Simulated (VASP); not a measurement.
Write the native input for VASP 6.6.1 that does the following.

```yaml
Task: single point
Functional: PBE
Potentials_or_basis: VASP PAW PBE potentials, release 64 (Ti_sv)
Cutoff: 520 eV
k_mesh: 22 × 22 × 22
Occupations: gaussian, width 0.15 eV
Spin: no spin polarisation
Dipole_correction: no
Further_INCAR_settings: ALGO = Fast; EDIFF = 1e-07; NBANDS = 12
```

The structure of Ti lies in POSCAR:

```
Ti
1.0
   -1.6686681917      1.6686681917      1.5485240819
    1.6686681917     -1.6686681917      1.5485240819
    1.6686681917      1.6686681917     -1.5485240819
Ti
1
Direct
    0.0000000000      0.0000000000      0.0000000000
```

The input as run:

INCAR

```
SYSTEM = Ti
  PREC = Accurate
  ENCUT = 520
  EDIFF = 1E-7
  ISMEAR = 0
  SIGMA = 0.15
  LREAL = .False.
  LASPH = .True.
  NELM = 60
  ALGO = Fast
  ISIF = 2
  LWAVE = .False.
  LCHARG = .False.
  GGA = PE
  NBANDS = 12
```

KPOINTS

```
regular mesh
0
Gamma
  22 22 22
  0 0 0
```

Potentials or basis: VASP PAW PBE potentials, release 64 (Ti_sv).

The run is started by

```sh
$ cat potpaw_PBE.64/Ti_sv/POTCAR > POTCAR
$ mpirun -np 1 vasp_std > vasp.out
```

Results of the run:

* Pressure: -0.1 GPa
* Band gap on the k mesh: zero (bands 6 and 7 overlap by 1.53 eV)

Wall time 2.7 min on 1 thread of Intel(R) Xeon(R) Platinum 8559C (Emerald Rapids), on a shared host, peak memory 0.28 GiB.
